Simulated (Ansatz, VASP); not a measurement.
Two plane-wave programs on SnS

```
Sn S
1.0
    11.32000    0.00000    0.00000
     0.00000    4.05000    0.00000
     0.00000    0.00000    4.24200
Sn S
4 4
Cartesian
  1.3810 1.0125 0.4161
  4.2790 3.0375 2.5371
  7.0410 1.0125 1.7049
  9.9390 3.0375 3.8259
  9.6299 1.0125 2.0319
  7.3501 3.0375 4.1529
  3.9699 1.0125 0.0891
  1.6901 3.0375 2.2101
```

Alike in both runs: task electric field gradients; functional PBE; k mesh 4 × 11 × 10; occupations fermi-dirac, width 0.02 eV; no spin polarisation.

|  | VASP | Ansatz |
| --- | --- | --- |
| version | VASP 6.6.1 | Ansatz 0.2.0 |
| potentials or method | VASP PAW PBE potentials, release 64 (Sn_d, S) | plane-wave PAW, scalar-relativistic |
| plane-wave cutoff (eV) | 400 | 420 |
| valence electrons in the cell | 80 | 80 |

```csv
,VASP,Ansatz,Ansatz less VASP
gap on the k mesh at the Fermi level (eV),0.82,0.83,+0.008
pressure (GPa),1.4,1.5,+0.06
"traceless stress, the component that is largest in VASP (GPa)",0.57,0.59,+0.018
rms of the force components (eV/Å),0.061,0.062,+0.0009
size of Vzz on the site where it differs most (V/Å²),121.5,128.4,+6.93
```

Atom by atom the forces differ by 0.003 eV/Å (rms over components).
